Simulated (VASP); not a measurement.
# RbOs (Pmma) in VASP: single point with PBE

Aim: the single point of RbOs with PBE.

Everything below comes from runs of VASP 6.6.1. Logs are shortened: lines on timing, memory, paths and dates and some standing lists are left out, and cuts for length are marked.

### 1 The cell of the first run

It takes space group Pmma (No. 51, orthorhombic). The conventional cell has a = 4.248 Å, b = 2.960 Å, c = 10.721 Å, α = 90.00°, β = 90.00°, γ = 90.00°. Rb (site symmetry mm2) has 2 Rb at 2.96 Å and 6 Os at 3.56 to 3.75 Å within 3.9 Å. Os (site symmetry mm2) has 4 Os at 2.35 to 2.96 Å within 3.1 Å.

### 2 Single point, PBE

Contents of INCAR:

```
SYSTEM = RbOs
  PREC = Accurate
  ENCUT = 560
  EDIFF = 1E-6
  ISMEAR = 0
  SIGMA = 0.1
  LREAL = .False.
  LASPH = .True.
  NELM = 120
  ALGO = Normal
  ISIF = 2
  LWAVE = .False.
  LCHARG = .False.
  GGA = PE
  NBANDS = 33
  GGA_COMPAT = .False.
```

Contents of KPOINTS:

```
Automatic mesh
0
Gamma
  4 6 4
  0 0 0
```

Contents of POSCAR:

```
RbOs
1.0
    4.2476071180      0.0000000000      0.0000000000
    0.0000000000      2.9601426998      0.0000000000
    0.0000000000      0.0000000000     10.7214986996
Rb Os
2 2
Direct
    0.7500000000      0.0000000000      0.7254400629
    0.2500000000      0.0000000000      0.2745599371
    0.7500000000      0.5000000000      0.0466738299
    0.2500000000      0.5000000000      0.9533261701
```

Potentials or basis: VASP PAW PBE potentials, release 64 (Rb_sv, Os_sv_GW).

Command:

```console
$ cat potpaw_PBE.64/Rb_sv/POTCAR potpaw_PBE.64/Os_sv_GW/POTCAR > POTCAR
$ mpirun -np 1 vasp_std > vasp.out
```

OUTCAR:

```text
SYSTEM = RbOs
   PREC = Accurate
   ENCUT = 560
   EDIFF = 1E-6
   ISMEAR = 0
   LREAL = .False.
   LASPH = .True.
   NELM = 120
   ISIF = 2
   GGA = PE

 ion  position               nearest neighbor table
   1  0.750  0.000  0.725-   4 3.56   4 3.56   4 3.56   4 3.56   3 3.75   3 3.75   2 5.28   2 5.28

   2  0.250  0.000  0.275-   3 3.56   3 3.56   3 3.56   3 3.56   4 3.75   4 3.75   1 5.28   1 5.28

   3  0.750  0.500  0.047-   4 2.35   4 2.35   2 3.56   2 3.56   2 3.56   2 3.56   1 3.75   1 3.75

   4  0.250  0.500  0.953-   3 2.35   3 2.35   1 3.56   1 3.56   1 3.56   1 3.56   2 3.75   2 3.75

  LATTYP: Found a simple orthorhombic cell.
 ALAT       =     2.9601426998
 B/A-ratio  =     1.4349332275
 C/A-ratio  =     3.6219533269

  Lattice vectors:

 A1 = (   0.0000000000,  -2.9601426998,   0.0000000000)
 A2 = (   4.2476071180,   0.0000000000,   0.0000000000)
 A3 = (   0.0000000000,   0.0000000000,  10.7214986996)

Analysis of symmetry for initial positions (statically):
=====================================================================
 Subroutine PRICEL returns:
 Original cell was already a primitive cell.

 Routine SETGRP: Setting up the symmetry group for a
 simple orthorhombic supercell.

 Subroutine GETGRP returns: Found  8 space group operations
 (whereof  4 operations were pure point group operations)
 out of a pool of  8 trial point group operations.

The static configuration has the point symmetry C_2h.
 The point group associated with its full space group is D_2h.

Analysis of symmetry for dynamics (positions and initial velocities):
=====================================================================
 Subroutine PRICEL returns:
 Original cell was already a primitive cell.

 Routine SETGRP: Setting up the symmetry group for a
 simple orthorhombic supercell.

 Subroutine GETGRP returns: Found  8 space group operations
 (whereof  4 operations were pure point group operations)
 out of a pool of  8 trial point group operations.

The dynamic configuration has the point symmetry C_2h.
 The point group associated with its full space group is D_2h.

 Subroutine INISYM returns: Found  8 space group operations
 (whereof  4 operations are pure point group operations),
 and found     1 'primitive' translations

----------------------------------------------------------------------------------------

                                     Primitive cell

  volume of cell :     134.8070

  direct lattice vectors                    reciprocal lattice vectors
     4.247607118  0.000000000  0.000000000     0.235426670  0.000000000  0.000000000
     0.000000000  2.960142700  0.000000000     0.000000000  0.337821552  0.000000000
     0.000000000  0.000000000 10.721498700     0.000000000  0.000000000  0.093270542

  length of vectors
     4.247607118  2.960142700 10.721498700     0.235426670  0.337821552  0.093270542

  position of ions in fractional coordinates (direct lattice)
     0.750000000  0.000000000  0.725440063
     0.250000000  0.000000000  0.274559937
     0.750000000  0.500000000  0.046673830
     0.250000000  0.500000000  0.953326170

  ion indices of the primitive-cell ions
   primitive index   ion index
                 1           1
                 2           2
                 3           3
                 4           4

----------------------------------------------------------------------------------------

 KPOINTS: Automatic mesh

Automatic generation of k-mesh.
 Grid dimensions read from file:
 generate k-points for:    4    6    4

 Generating k-lattice:

  Cartesian coordinates                     Fractional coordinates (reciprocal lattice)
     0.058856668  0.000000000  0.000000000     0.250000000  0.000000000  0.000000000
     0.000000000  0.056303592  0.000000000     0.000000000  0.166666667  0.000000000
     0.000000000  0.000000000  0.023317636     0.000000000  0.000000000  0.250000000

  Length of vectors
     0.058856668  0.056303592  0.023317636

  Shift w.r.t. Gamma in fractional coordinates (k-lattice)
     0.000000000  0.000000000  0.000000000

 Subroutine IBZKPT returns following result:
 ===========================================

 Found     36 irreducible k-points:

 Following reciprocal coordinates:
            Coordinates               Weight
  0.000000  0.000000  0.000000      1.000000
  0.250000  0.000000  0.000000      2.000000
  0.500000  0.000000  0.000000      1.000000
  0.000000  0.166667  0.000000      2.000000
  0.250000  0.166667  0.000000      4.000000
  0.500000  0.166667  0.000000      2.000000
[... 16 lines left out ...]
  0.250000  0.500000  0.250000      4.000000
  0.500000  0.500000  0.250000      2.000000
 [... further k-points ...]
   k-points           NKPTS =     36   k-points in BZ     NKDIM =     36   number of bands    NBANDS=     33
   number of dos      NEDOS =    301   number of ions     NIONS =      4
   total plane-waves  NPLWV =  72576
   dimension x,y,z NGX =    36 NGY =   24 NGZ =   84
   dimension x,y,z NGXF=    72 NGYF=   48 NGZF=  168
   ions per type =               2   2
   NGX,Y,Z   is equivalent  to a cutoff of  14.09, 13.48, 13.02 a.u.
   NGXF,Y,Z  is equivalent  to a cutoff of  28.18, 26.96, 26.05 a.u.
 SYSTEM =  RbOs
   PREC   = accura    normal or accurate (medium, high low for compatibility)
   ISTART =      0    job   : 0-new  1-cont  2-samecut
   ICHARG =      2    charge: 1-file 2-atom 10-const
   ISPIN  =      1    spin polarized calculation?
   LNONCOLLINEAR =      F non collinear calculations
   LSORBIT =      F    spin-orbit coupling
   LASPH  =      T    aspherical Exc in radial PAW
   ENCUT  =  560.0 eV  41.16 Ry    6.42 a.u.   8.20  5.71 20.69*2*pi/ulx,y,z
   NELM   =    120;   NELMIN=  2; NELMDL= -5     # of ELM steps
   EDIFF  = 0.1E-05   stopping-criterion for ELM
   LREAL  =      F    real-space projection
   EDIFFG = 0.1E-04   stopping-criterion for IOM
   NSW    =      0    number of steps for IOM
   IBRION =     -1    ionic relax: 0-MD 1-quasi-New 2-CG
   NFREE  =      0    steps in history (QN), initial steepest desc. (CG)
   ISIF   =      2    stress and relaxation
   ISYM   =      2    0-nonsym 1-usesym 2-fastsym
   POTIM  = 0.5000    time-step for ionic-motion
   TEBEG  =    0.0;   TEEND  =   0.0 temperature during run
   PSTRESS=    0.0 pullay stress
   NELECT =      50.0000    total number of electrons
   NUPDOWN=      -1.0000    fix difference up-down
   EMIN   =  10.00;   EMAX   =-10.00  energy-range for DOS
   EFERMI =   0.00;   METHOD = LEGACY
   ISMEAR =     0;   SIGMA  =   0.10  broadening in eV -4-tet -1-fermi 0-gaus
   EFERMI_NEDOS =   21; number of points for ismear=-14 and -15
   IALGO  =     38    algorithm
   IMIX   =      4    mixing-type and parameters
     AMIX     =   0.40;   BMIX     =  1.00
     AMIX_MAG =   1.60;   BMIX_MAG =  1.00
  volume/ion in A,a.u.               =      33.70       227.43
  Fermi-wavevector in a.u.,A,eV,Ry     =   1.176235  2.222761 18.824044  1.383528
  Thomas-Fermi vector in A             =   2.312602
   LORBIT       =      0    0 simple, 1 ext, 2 COOP (PROOUT), +10 PAW based schemes
   GGA     = PE    functional components
   LHFCALC =     F    Hartree Fock is set to
   AEXX    =    0.0000 exact exchange contribution
   IVDW    =     0    specifies the selected vdW correction
   LEPSILON=     F    determine dielectric tensor
   LRPA    =     F    only Hartree local field effects (RPA)
 non-spin polarized calculation
 Gauss-broadening in eV      SIGMA  =   0.10
  energy-cutoff  :      560.00
  volume of cell :      134.81
 maximum number of plane-waves:      4104
 NGX is ok and might be reduce to    36
   NGX = 17   NGY = 11   NGZ = 41

 number of electron      50.0000000 magnetization

 Free energy of the ion-electron system (eV)
  ---------------------------------------------------
  ext. energy  EPLUGINS =         0.00000000
  ---------------------------------------------------
  free energy    TOTEN  =       -22.20543535 eV

  energy without entropy =      -22.19452576  energy(sigma->0) =      -22.19998055

 E-fermi :   3.4856     XC(G=0):  -8.6328

 val. band max:        3.4465309723   @ k =   0.0000   0.5000   0.5000
 cond. band min:       3.4924554658   @ k =   0.0000   0.0000   0.5000
 fundamental gap:      0.0459244935
 Fermi energy:         3.4855914271

 k-point     1 :       0.0000    0.0000    0.0000
  band No.  band energies     occupation
      1     -82.6830      2.00000
      2     -82.4897      2.00000
      3     -43.0684      2.00000
      4     -41.9263      2.00000
      5     -41.8419      2.00000
      6     -41.7015      2.00000
[... 25 lines left out ...]
     32       6.3277      0.00000
     33       6.6238      0.00000

 k-point     2 :       0.2500    0.0000    0.0000
  band No.  band energies     occupation
      1     -82.6553      2.00000
      2     -82.5187      2.00000
      3     -42.9140      2.00000
      4     -42.0751      2.00000
      5     -41.8942      2.00000
      6     -41.7351      2.00000
[... 25 lines left out ...]
     32       6.2902      0.00000
     33       6.6650      0.00000

 k-point     3 :       0.5000    0.0000    0.0000
  band No.  band energies     occupation
      1     -82.5876      2.00000
      2     -82.5876      2.00000
      3     -42.5219      2.00000
      4     -42.5219      2.00000
      5     -41.8152      2.00000
      6     -41.8152      2.00000
[... 25 lines left out ...]
     32       6.2764      0.00000
     33       6.7145      0.00000

 k-point     4 :       0.0000    0.1667    0.0000
  band No.  band energies     occupation
      1     -82.6809      2.00000
      2     -82.4877      2.00000
      3     -43.0625      2.00000
      4     -41.9840      2.00000
      5     -41.8369      2.00000
      6     -41.7528      2.00000
[... 673 lines left out ...]
     32       6.8933      0.00000
     33       7.3960      0.00000

 k-point    23 :       0.2500    0.5000    0.2500
  band No.  band energies     occupation
      1     -82.6459      2.00000
      2     -82.5097      2.00000
      3     -42.8899      2.00000
      4     -42.1169      2.00000
      5     -42.0543      2.00000
      6     -41.9406      2.00000
[... 25 lines left out ...]
     32       6.8688      0.00000
     33       7.6338      0.00000

 k-point    24 :       0.5000    0.5000    0.2500
  band No.  band energies     occupation
      1     -82.5781      2.00000
      2     -82.5781      2.00000
      3     -42.4987      2.00000
      4     -42.4987      2.00000
      5     -42.0292      2.00000
      6     -42.0292      2.00000
[... 25 lines left out ...]
     32       7.3135      0.00000
     33       7.8951      0.00000

 [... further k-points ...]
[... 5 lines left out ...]
  --------------------------------------------------------------------------------------
  -------------------------------------------------------------------------------------
  Total       -0.1473348     -0.1846099     -0.2970729      0.0000000      0.0000000      0.0000000
  in kB       -1.7510693     -2.1940836     -3.5307023      0.0000000      0.0000000      0.0000000
  external PRESSURE =      -2.4919518 kB  Pullay stress =       0.0000000 kB

 VOLUME and BASIS-vectors are now :
 -----------------------------------------------------------------------------
  energy-cutoff  :      560.00
  volume of cell :      134.81
      direct lattice vectors                 reciprocal lattice vectors
     4.247607118  0.000000000  0.000000000     0.235426670  0.000000000  0.000000000
     0.000000000  2.960142700  0.000000000     0.000000000  0.337821552  0.000000000
     0.000000000  0.000000000 10.721498700     0.000000000  0.000000000  0.093270542

 POSITION                                       TOTAL-FORCE (eV/Angst)
 -----------------------------------------------------------------------------------
      3.18571      0.00000      7.77780        -0.000000      0.000000      0.000182
      1.06190      0.00000      2.94369        -0.000000      0.000000     -0.000182
      3.18571      1.48007      0.50041        -0.000000      0.000000      0.012706
      1.06190      1.48007     10.22109         0.000000     -0.000000     -0.012706
 -----------------------------------------------------------------------------------
    total drift:                                0.000000     -0.000000      0.000000

  FREE ENERGIE OF THE ION-ELECTRON SYSTEM (eV)
  ---------------------------------------------------
  free  energy   TOTEN  =       -22.2054353454 eV

  energy  without entropy=      -22.1945257569  energy(sigma->0) =      -22.19998055
```

Wall time 93 s (1 thread of Intel Xeon Platinum 8488C (Sapphire Rapids), shared host); peak memory 0.34 GiB.

What came out:

```
Free energy            : -22.2054 eV
Pressure               : -0.2 GPa
Largest force          : 0.013 eV/Å
Band gap on the k mesh : zero (bands 25 and 26 overlap by 1.67 eV)
```

Forces on the atoms (eV/Å):
```
Rb   0.000  0.000  0.000
Rb   0.000  0.000  0.000
Os   0.000  0.000  0.013
Os   0.000  0.000 -0.013
```

Levels at points of the mesh, in eV from the Fermi level:
| k point | band 22 | band 23 | band 24 | band 25 | band 26 | band 27 |
| --- | --- | --- | --- | --- | --- | --- |
| (0.00, 0.00, 0.00) | -2.30 | -2.00 | -1.67 | -1.27 | -0.39 | -0.08 |
| (0.50, 0.00, 0.00) | -2.16 | -1.51 | -1.51 | 0.26 | 0.26 | 0.93 |
| (0.00, 0.50, 0.00) | -2.01 | -1.13 | -0.69 | -0.09 | 0.45 | 0.95 |
| (0.50, 0.50, 0.00) | -1.69 | -1.28 | -1.28 | 0.94 | 0.94 | 2.28 |
| (0.00, 0.00, 0.50) | -2.30 | -1.79 | -1.73 | -1.68 | -0.08 | 0.01 |
| (0.50, 0.00, 0.50) | -2.17 | -1.51 | -1.51 | 0.27 | 0.27 | 1.00 |
| (0.00, 0.50, 0.50) | -2.01 | -1.14 | -0.68 | -0.04 | 0.45 | 0.79 |
| (0.50, 0.50, 0.50) | -1.70 | -1.28 | -1.28 | 1.10 | 1.10 | 2.03 |

Caveat: the k points lie up to 0.37 Å⁻¹ apart, too coarse for converged energies and pressures of a metal; spin-orbit coupling is left out, which moves the levels of the heavy elements.

The gap in the log of VASP goes by the Fermi energy; the results here count the filled bands.